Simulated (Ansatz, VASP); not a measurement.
**BaHfO3 in VASP and in Ansatz**

```
CELL_PARAMETERS angstrom
4.21841 0.00000 0.00000
0.00000 4.21841 0.00000
0.00000 0.00000 4.21841
ATOMIC_POSITIONS crystal
Ba 0.50000 0.50000 0.99800
Hf 0.00000 0.00000 0.49799
O 0.00000 0.50000 0.49801
O 0.50000 0.00000 0.49801
O 0.00000 0.00000 0.99800
```

Alike in both runs: task single point; functional r2SCAN; k mesh 6 × 6 × 6; no spin polarisation.

```csv
,VASP,Ansatz
version,VASP 6.6.1,Ansatz 0.2.0
potentials or method,"VASP PAW PBE potentials, release 64 (Ba_sv, Hf_pv, O)","plane waves, PAW"
plane-wave cutoff (eV),520,500
occupations,"gaussian, width 0.01 eV",fixed
valence electrons in the cell,38,54
```

```csv
,VASP,Ansatz,Ansatz less VASP
gap on the k mesh at the Fermi level (eV),4.04,4.12,+0.081
pressure (GPa),-5.5,-4.7,+0.77
```

VASP's potentials were made for PBE, not for r2SCAN. VASP's potentials hold 38 valence electrons a cell and Ansatz's 54, so a difference there can come from the potentials and not from the codes. Ansatz's warnings: structure snapped to symmetry.

Neither program's run includes spin-orbit coupling.
